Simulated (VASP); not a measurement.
# NaI (P1) in VASP: single point with PBE

Aim: the single point of NaI with PBE.

All numbers are computed with VASP 6.6.1; they aren't measurements. Logs are shortened: lines on timing, memory, paths and dates and some standing lists are left out, and cuts for length are marked.

### 1 The cell of the first run

The typed cell holds 8 atoms: a = 4.623 Å, b = 7.993 Å, c = 7.993 Å, α = 109.37°, β = 90.06°, γ = 90.00°.

### 2 Single point, PBE

File INCAR:

```
PREC     = Accurate       # precision mode
ENCUT    = 520            # plane-wave cutoff, eV
EDIFF    = 1E-7           # SCF threshold, eV
ISMEAR   = 0              # smearing method
SIGMA    = 0.1            # smearing width, eV
LREAL    = False          # projectors in reciprocal space
LASPH    = True           # aspherical terms in the spheres
NELM     = 60             # most SCF steps
ALGO     = Normal         # electronic algorithm
ISIF     = 2              # what is computed and relaxed
LWAVE    = False          # write WAVECAR
LCHARG   = False          # write CHGCAR
GGA      = PE             # functional
NBANDS   = 38             # bands
```

File KPOINTS:

```
regular mesh
0
Gamma
  4 2 2
```

File POSCAR:

```
NaI
1.0
    3.2678557410      3.2704675134      0.0013839414
    3.2671424395     -3.2667132393      6.5219750331
    3.2642823335     -3.2698955112     -6.5220386637
Na I
4 4
Direct
    0.4982859344      1.0006690414      0.5007101939
    0.0000473178      0.4995421047      0.4990255387
    0.0007665275     -0.0007063717     -0.0001433238
    0.5006116697      0.5007187762     -0.0001317807
   -0.0008087370      0.2502549965      0.7503316721
    0.5009564528      0.7496557212      0.7499740421
    0.4995917286      0.2496933547      0.2496782098
    0.0005491063      0.7501723768      0.2505554480
```

Potentials or basis: VASP PAW PBE potentials, release 64 (Na_pv, I).

Command:

```console
> cat potpaw_PBE.64/Na_pv/POTCAR potpaw_PBE.64/I/POTCAR > POTCAR
> mpirun -np 1 vasp_std > vasp.out
```

OUTCAR:

```text
PREC = Accurate
   ENCUT = 520
   EDIFF = 1E-7
   ISMEAR = 0
   LREAL = False
   LASPH = True
   NELM = 60
   ISIF = 2
   GGA = PE

 ion  position               nearest neighbor table
   1  0.498  0.001  0.501-
   2  0.000  0.500  0.499-
   3  0.001  0.999  1.000-
   4  0.501  0.501  1.000-
   5  0.999  0.250  0.750-
   6  0.501  0.750  0.750-
   7  0.500  0.250  0.250-
   8  0.001  0.750  0.251-

  LATTYP: Found a triclinic cell.
 ALAT       =     7.9927932625
 B/A-ratio  =     0.9999769058
 C/A-ratio  =     0.5784327375
 COS(alpha) =     0.0000513281
 COS(beta)  =     0.0009717579
 COS(gamma) =     0.3316969753

  Lattice vectors:

 A1 = (  -3.2642823335,   3.2698955112,   6.5220386637)
 A2 = (   3.2671424395,  -3.2667132393,   6.5219750331)
 A3 = (   3.2678557410,   3.2704675134,   0.0013839414)

Analysis of symmetry for initial positions (statically):
=====================================================================
 Subroutine PRICEL returns:
 Original cell was already a primitive cell.

 Routine SETGRP: Setting up the symmetry group for a
 triclinic supercell.

 Subroutine GETGRP returns: Found  1 space group operations
 (whereof  1 operations were pure point group operations)
 out of a pool of  2 trial point group operations.

The static configuration has the point symmetry C_1 .

Analysis of symmetry for dynamics (positions and initial velocities):
=====================================================================
 Subroutine PRICEL returns:
 Original cell was already a primitive cell.

 Routine SETGRP: Setting up the symmetry group for a
 triclinic supercell.

 Subroutine GETGRP returns: Found  1 space group operations
 (whereof  1 operations were pure point group operations)
 out of a pool of  2 trial point group operations.

The dynamic configuration has the point symmetry C_1 .

 Subroutine INISYM returns: Found  1 space group operations
 (whereof  1 operations are pure point group operations),
 and found     1 'primitive' translations

----------------------------------------------------------------------------------------

                                     Primitive cell

  volume of cell :     278.6299

  direct lattice vectors                    reciprocal lattice vectors
     3.267855741  3.270467513  0.001383941     0.153005122  0.152883779 -0.000070847
     3.267142440 -3.266713239  6.521975033     0.076537327 -0.076508646  0.076665403
     3.264282334 -3.269895511 -6.522038664     0.076569047 -0.076475459 -0.076661651

  length of vectors
     4.623293287  7.992608676  7.992793263     0.216296145  0.132623977  0.132620977

  position of ions in fractional coordinates (direct lattice)
     0.498285934  0.000669041  0.500710194
     0.000047318  0.499542105  0.499025539
     0.000766527  0.999293628  0.999856676
     0.500611670  0.500718776  0.999868219
     0.999191263  0.250254996  0.750331672
     0.500956453  0.749655721  0.749974042
     0.499591729  0.249693355  0.249678210
     0.000549106  0.750172377  0.250555448

  ion indices of the primitive-cell ions
   primitive index   ion index
                 1           1
                 2           2
                 3           3
                 4           4
                 5           5
                 6           6
                 7           7
                 8           8

----------------------------------------------------------------------------------------

 KPOINTS: regular mesh

Automatic generation of k-mesh.
 Grid dimensions read from file:
 generate k-points for:    4    2    2

 Generating k-lattice:

  Cartesian coordinates                     Fractional coordinates (reciprocal lattice)
     0.038251280  0.038220945 -0.000017712     0.250000000 -0.000000000 -0.000000000
     0.038268663 -0.038254323  0.038332701    -0.000000000  0.500000000 -0.000000000
     0.038284523 -0.038237729 -0.038330826    -0.000000000 -0.000000000  0.500000000

  Length of vectors
     0.054074036  0.066311989  0.066310488

  Shift w.r.t. Gamma in fractional coordinates (k-lattice)
     0.000000000  0.000000000  0.000000000

 Subroutine IBZKPT returns following result:
 ===========================================

 Found     12 irreducible k-points:

 Following reciprocal coordinates:
            Coordinates               Weight
  0.000000  0.000000  0.000000      1.000000
  0.250000 -0.000000  0.000000      2.000000
  0.500000 -0.000000  0.000000      1.000000
  0.000000  0.500000  0.000000      1.000000
  0.250000  0.500000  0.000000      2.000000
  0.500000  0.500000 -0.000000      1.000000
 -0.000000  0.000000  0.500000      1.000000
  0.250000  0.000000  0.500000      2.000000
  0.500000 -0.000000  0.500000      1.000000
  0.000000  0.500000  0.500000      1.000000
  0.250000  0.500000  0.500000      2.000000
  0.500000  0.500000  0.500000      1.000000
   k-points           NKPTS =     12   k-points in BZ     NKDIM =     12   number of bands    NBANDS=     38
   number of dos      NEDOS =    301   number of ions     NIONS =      8
   total plane-waves  NPLWV = 129600
   dimension x,y,z NGX =    36 NGY =   60 NGZ =   60
   dimension x,y,z NGXF=    72 NGYF=  120 NGZF=  120
   ions per type =               4   4
   NGX,Y,Z   is equivalent  to a cutoff of  12.95, 12.48, 12.48 a.u.
   NGXF,Y,Z  is equivalent  to a cutoff of  25.89, 24.96, 24.96 a.u.
 SYSTEM =  unknown system
   PREC   = accura    normal or accurate (medium, high low for compatibility)
   ISTART =      0    job   : 0-new  1-cont  2-samecut
   ICHARG =      2    charge: 1-file 2-atom 10-const
   ISPIN  =      1    spin polarized calculation?
   LNONCOLLINEAR =      F non collinear calculations
   LSORBIT =      F    spin-orbit coupling
   LASPH  =      T    aspherical Exc in radial PAW
   ENCUT  =  520.0 eV  38.22 Ry    6.18 a.u.   8.60 14.86 14.86*2*pi/ulx,y,z
   NELM   =     60;   NELMIN=  2; NELMDL= -5     # of ELM steps
   EDIFF  = 0.1E-06   stopping-criterion for ELM
   LREAL  =      F    real-space projection
   EDIFFG = 0.1E-05   stopping-criterion for IOM
   NSW    =      0    number of steps for IOM
   IBRION =     -1    ionic relax: 0-MD 1-quasi-New 2-CG
   NFREE  =      0    steps in history (QN), initial steepest desc. (CG)
   ISIF   =      2    stress and relaxation
   ISYM   =      2    0-nonsym 1-usesym 2-fastsym
   POTIM  = 0.5000    time-step for ionic-motion
   TEBEG  =    0.0;   TEEND  =   0.0 temperature during run
   PSTRESS=    0.0 pullay stress
   NELECT =      56.0000    total number of electrons
   NUPDOWN=      -1.0000    fix difference up-down
   EMIN   =  10.00;   EMAX   =-10.00  energy-range for DOS
   EFERMI =   0.00;   METHOD = LEGACY
   ISMEAR =     0;   SIGMA  =   0.10  broadening in eV -4-tet -1-fermi 0-gaus
   EFERMI_NEDOS =   21; number of points for ismear=-14 and -15
   IALGO  =     38    algorithm
   IMIX   =      4    mixing-type and parameters
     AMIX     =   0.40;   BMIX     =  1.00
     AMIX_MAG =   1.60;   BMIX_MAG =  1.00
  volume/ion in A,a.u.               =      34.83       235.04
  Fermi-wavevector in a.u.,A,eV,Ry     =   0.958948  1.812148 12.511655  0.919581
  Thomas-Fermi vector in A             =   2.088100
   LORBIT       =      0    0 simple, 1 ext, 2 COOP (PROOUT), +10 PAW based schemes
   GGA     = PE    functional components
   LHFCALC =     F    Hartree Fock is set to
   AEXX    =    0.0000 exact exchange contribution
   IVDW    =     0    specifies the selected vdW correction
   LEPSILON=     F    determine dielectric tensor
   LRPA    =     F    only Hartree local field effects (RPA)
 non-spin polarized calculation
 Gauss-broadening in eV      SIGMA  =   0.10
  energy-cutoff  :      520.00
  volume of cell :      278.63
 maximum number of plane-waves:      7545
 NGX is ok and might be reduce to    36
   NGX = 17   NGY = 29   NGZ = 29

 number of electron      55.9999977 magnetization

 Free energy of the ion-electron system (eV)
  ---------------------------------------------------
  ext. energy  EPLUGINS =         0.00000000
  ---------------------------------------------------
  free energy    TOTEN  =       -21.53800756 eV

  energy without entropy =      -21.53800756  energy(sigma->0) =      -21.53800756

 E-fermi :   1.1238     XC(G=0):  -7.5948

 val. band max:        0.6272405152   @ k =   0.0000   0.0000   0.0000
 cond. band min:       4.1941708787   @ k =   0.0000   0.0000   0.0000
 fundamental gap:      3.5669303636
 Fermi energy:         1.1238168379

 k-point     1 :       0.0000    0.0000    0.0000
  band No.  band energies     occupation
      1     -21.8574      2.00000
      2     -21.8574      2.00000
      3     -21.8560      2.00000
      4     -21.8544      2.00000
      5     -21.8543      2.00000
      6     -21.8533      2.00000
[... 30 lines left out ...]
     37       8.0523      0.00000
     38       8.5448      0.00000

 k-point     2 :       0.2500   -0.0000    0.0000
  band No.  band energies     occupation
      1     -21.8566      2.00000
      2     -21.8566      2.00000
      3     -21.8555      2.00000
      4     -21.8553      2.00000
      5     -21.8545      2.00000
      6     -21.8542      2.00000
[... 30 lines left out ...]
     37       8.6019      0.00000
     38       8.8068      0.00000

 k-point     3 :       0.5000   -0.0000    0.0000
  band No.  band energies     occupation
      1     -21.8562      2.00000
      2     -21.8560      2.00000
      3     -21.8554      2.00000
      4     -21.8554      2.00000
      5     -21.8552      2.00000
      6     -21.8550      2.00000
[... 30 lines left out ...]
     37       8.0709      0.00000
[... 289 lines left out ...]
 k-point    11 :       0.2500    0.5000    0.5000
  band No.  band energies     occupation
      1     -21.8562      2.00000
      2     -21.8561      2.00000
      3     -21.8560      2.00000
      4     -21.8559      2.00000
      5     -21.8542      2.00000
      6     -21.8541      2.00000
[... 30 lines left out ...]
     37       8.1350      0.00000
     38       8.1366      0.00000

 k-point    12 :       0.5000    0.5000    0.5000
  band No.  band energies     occupation
      1     -21.8574      2.00000
      2     -21.8573      2.00000
      3     -21.8564      2.00000
      4     -21.8562      2.00000
      5     -21.8544      2.00000
      6     -21.8543      2.00000
[... 30 lines left out ...]
     37       8.0488      0.00000
     38       8.0549      0.00000

------------------------ aborting loop because EDIFF is reached ----------------------------------------

  FORCE on cell =-STRESS in cart. coord.  units (eV):
  Direction    XX          YY          ZZ          XY          YZ          ZX
  --------------------------------------------------------------------------------------
  -------------------------------------------------------------------------------------
  Total        0.0384481      0.0092049      0.0544848     -0.0019579     -0.0057292     -0.0052030
  in kB        0.2210841      0.0529299      0.3132981     -0.0112584     -0.0329442     -0.0299186
  external PRESSURE =       0.1957707 kB  Pullay stress =       0.0000000 kB

 VOLUME and BASIS-vectors are now :
 -----------------------------------------------------------------------------
  energy-cutoff  :      520.00
  volume of cell :      278.63
      direct lattice vectors                 reciprocal lattice vectors
     3.267855741  3.270467513  0.001383941     0.153005122  0.152883779 -0.000070847
     3.267142440 -3.266713239  6.521975033     0.076537327 -0.076508646  0.076665403
     3.264282334 -3.269895511 -6.522038664     0.076569047 -0.076475459 -0.076661651

 POSITION                                       TOTAL-FORCE (eV/Angst)
 -----------------------------------------------------------------------------------
      3.26497     -0.00983     -3.26060         0.003342      0.006009     -0.000074
      3.26119     -3.26347      0.00334         0.002359     -0.001310     -0.004355
      6.53115     -6.53133     -0.00373        -0.000313     -0.002840      0.002775
      6.53570     -3.26794     -3.25481        -0.002450     -0.002027     -0.006197
      6.53213     -0.00319     -3.26015         0.000862      0.002295      0.000535
      6.53441     -3.26289     -0.00143        -0.002761     -0.001835      0.003768
      3.26340      0.00180      0.00077         0.002159      0.001757      0.000792
      3.27060     -3.26809      3.25847        -0.003199     -0.002050      0.002755
 -----------------------------------------------------------------------------------
    total drift:                               -0.000109      0.000157      0.000176

  FREE ENERGIE OF THE ION-ELECTRON SYSTEM (eV)
  ---------------------------------------------------
  free  energy   TOTEN  =       -21.5380075599 eV

  energy  without entropy=      -21.5380075599  energy(sigma->0) =      -21.53800756
```

Wall time 58 s (1 thread of AMD EPYC 9R45 (Zen 5), shared host); peak memory 0.34 GiB.

Results:

| Property | Result |
| --- | --- |
| Free energy | -21.5380 eV |
| Pressure | 0.0 GPa |
| Largest force | 0.007 eV/Å |
| Band gap on the k mesh | 3.57 eV |

Forces in eV/Å, atoms in the order of the input:
```
Na   0.003  0.006  0.000
Na   0.002 -0.001 -0.004
Na   0.000 -0.003  0.003
Na  -0.002 -0.002 -0.006
I    0.001  0.002  0.001
I   -0.003 -0.002  0.004
I    0.002  0.002  0.001
I   -0.003 -0.002  0.003
```

Levels at points of the mesh, in eV from the valence-band top:
```
           k point  band 24  band 25  band 26  band 27  band 28  band 29  band 30  band 31  band 32  band 33
(0.00, 0.00, 0.00)    -0.27    -0.27    -0.01     0.00     0.00     3.57     4.47     5.08     5.08     5.60
(0.50, 0.00, 0.00)    -0.92    -0.89    -0.89    -0.27    -0.27     5.76     5.76     6.17     6.17     6.73
(0.00, 0.50, 0.00)    -0.51    -0.14    -0.14    -0.14    -0.14     4.85     4.86     5.44     5.44     6.66
(0.50, 0.50, 0.00)    -0.88    -0.50    -0.50    -0.50    -0.50     5.45     5.45     5.45     5.45     6.66
(0.00, 0.00, 0.50)    -0.51    -0.14    -0.14    -0.14    -0.14     4.85     4.85     5.44     5.44     6.66
(0.50, 0.00, 0.50)    -0.87    -0.50    -0.50    -0.50    -0.50     5.44     5.45     5.45     5.45     6.65
(0.00, 0.50, 0.50)    -0.39    -0.39    -0.39    -0.28    -0.28     5.19     5.19     6.17     6.17     6.38
(0.50, 0.50, 0.50)    -0.70    -0.27    -0.27    -0.27    -0.26     4.47     4.47     5.08     5.08     5.60
```

Caveat: spin-orbit coupling is left out, which moves the levels of the heavy elements.
